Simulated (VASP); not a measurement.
Crystal: Te2Mo.

```
Te Mo
1.0
     6.20078    0.00000    0.00000
     0.00000    3.39818    0.00000
    -0.92747    0.00000   13.54535
Te Mo
8 4
Direct
  0.94370 0.75000 0.60450
  0.05630 0.25000 0.39550
  0.90300 0.25000 0.85140
  0.09700 0.75000 0.14860
  0.41120 0.75000 0.89550
  0.58880 0.25000 0.10450
  0.44320 0.25000 0.64840
  0.55680 0.75000 0.35160
  0.81670 0.75000 0.99260
  0.18330 0.25000 0.00740
  0.68190 0.25000 0.49340
  0.31810 0.75000 0.50660
```

Base run:

| Property | Result |
| --- | --- |
| Program | VASP 6.6.1 |
| Functional | PBE |
| Dispersion | D3(BJ) |
| Potentials or basis | VASP PAW PBE potentials, release 64 (Te, Mo_sv) |
| Cutoff | 520 eV |
| k mesh | 4 × 8 × 2 |
| Occupations | fermi-dirac, width 0.05 eV |
| Spin | no spin polarisation |

Its results: band gap on the k mesh zero (bands 52 and 53 overlap by 0.30 eV); pressure 6.1 GPa; largest force 1.194 eV/Å.

**Question.** The run is repeated on the same cell with these changes: functional from PBE to RPBE; further incar settings from ALGO = Normal; EDIFF = 1e-06; NBANDS = 64 to ALGO = Normal; EDIFF = 1e-07; NBANDS = 64. What comes out?

**Answer.** Band gap on the k mesh zero (bands 52 and 53 overlap by 0.30 eV); pressure -12.8 GPa; largest force 0.470 eV/Å.

Caveats: spin-orbit coupling is left out, which moves the levels of the heavy elements; the cell stands under pressure (at least some runs); forces of over 1 eV/Å act on the atoms, so gaps and moduli don't describe the material at rest (at least some runs); the stress differs along the axes, from -16 to -9 GPa (at least some runs); the dispersion term is far too large for a dense solid, which distorts pressure and volume (at least some runs); the PAW data sets were made with another functional, which shifts forces and pressure a little (at least some runs).
